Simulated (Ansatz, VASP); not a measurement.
# Two plane-wave programs on InSb3

The input INCAR:

```
SYSTEM = InSb3
ALGO = Fast
EDIFF = 1E-7
ENCUT = 520
GGA = PS
ISIF = 2
ISMEAR = 0
IVDW = 12
LASPH = .TRUE.
LCHARG = .FALSE.
LREAL = .FALSE.
LWAVE = .FALSE.
NBANDS = 22
NELM = 80
PREC = Accurate
SIGMA = 0.15
```

File KPOINTS:

```
k-points
0
G
  12 12 12
  0 0 0
```

POSCAR

```
InSb3
1.0
    0.0000000000      3.5338940778      3.6620664019
    3.7902387260      0.0000000000      3.6620664019
    3.7902387260      3.5338940778      0.0000000000
In Sb
1 3
Direct
    0.0000000000      0.0000000000      0.0000000000
    0.2500000000      0.2500000000      0.2500000000
    0.7500000000      0.7500000000      0.7500000000
    0.5000000000      0.5000000000      0.5000000000
```

Input for Ansatz:

```yaml
crystal:
  lattice:
    - [0.0, 3.5338940778, 3.6620664019]
    - [3.790238726, 0.0, 3.6620664019]
    - [3.790238726, 3.5338940778, 0.0]
  atoms:
    - { symbol: In, position: [0.0, 0.0, 0.0] }
    - { symbol: Sb, position: [0.25, 0.25, 0.25] }
    - { symbol: Sb, position: [0.75, 0.75, 0.75] }
    - { symbol: Sb, position: [0.5, 0.5, 0.5] }
basis:
  ecutwfc: 420
kpoints:
  mp_grid: { grid: [12, 12, 12] }
hamiltonian:
  xc: pbesol
  dispersion: d3bj
scf:
  occupations: { method: gaussian, width: 0.15 }
output:
  forces: true
  stress: true
  eigenvalues: true
  write_density: true
  write_potential: true
  elf: true
  volumetric_format: npy
```

Change from the starting cell: strain +0.0350 x Voigt [1, -1, 0, 0, 0, 0], atoms carried along.

Alike in both runs: task single point; functional PBEsol; dispersion D3(BJ); k mesh 12 × 12 × 12; occupations gaussian, width 0.15 eV; no spin polarisation.

```csv
,VASP,Ansatz
version,VASP 6.6.1,Ansatz 0.2.0
potentials or method,"VASP PAW PBE potentials, release 64 (In_d, Sb), cutoff 520 eV","scalar-relativistic, plane waves, PAW"
valence electrons in the cell,28,58
```

```tsv
	VASP	Ansatz	Ansatz less VASP
gap on the k mesh at the Fermi level (eV)	none	none	-
pressure (GPa)	0.5	0.5	-0.04
traceless stress, the component that is largest in VASP (GPa)	-1.02	-1.02	+0.003
```

VASP's potentials were made for PBE, not for PBEsol. A gap of «none» marks a metal or a gap that the smearing closes. VASP's potentials hold 28 valence electrons a cell and Ansatz's 58, so a difference there can come from the potentials and not from the codes.

Spin-orbit coupling is off throughout.
